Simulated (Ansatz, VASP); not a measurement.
# One calculation of BN, two programs

```
B N
1.0
     2.55394    0.00000    0.00000
    -1.27697    2.21178    0.00000
     0.00000    0.00000    4.22685
B N
2 2
Direct
  0.43174 0.33333 0.99972
  0.33333 0.66667 0.49972
  0.66667 0.33333 0.62528
  0.33333 0.66667 0.12528
```

Alike in both runs: task single point; functional PBE; k mesh 12 × 12 × 6; occupations gaussian, width 0.05 eV; no spin polarisation.

|  | VASP | Ansatz |
| --- | --- | --- |
| version | VASP 6.6.1 | Ansatz 0.2.0 |
| potentials or method | VASP PAW PBE potentials, release 64 (B, N), cutoff 520 eV | scalar-relativistic, plane waves, PAW |
| valence electrons in the cell | 16 | 16 |

Ansatz gave:

```
gap on the k mesh at the Fermi level (eV) : 2.63
least direct gap on the mesh (eV)         : 3.81
rms of the force components (eV/Å)        : 9.469
```

Question: Which values does VASP return?

Answer: gap on the k mesh at the Fermi level (eV): 2.61; least direct gap on the mesh (eV): 3.80; rms of the force components (eV/Å): 9.588.

Atom by atom the forces differ by 0.120 eV/Å (rms over components).
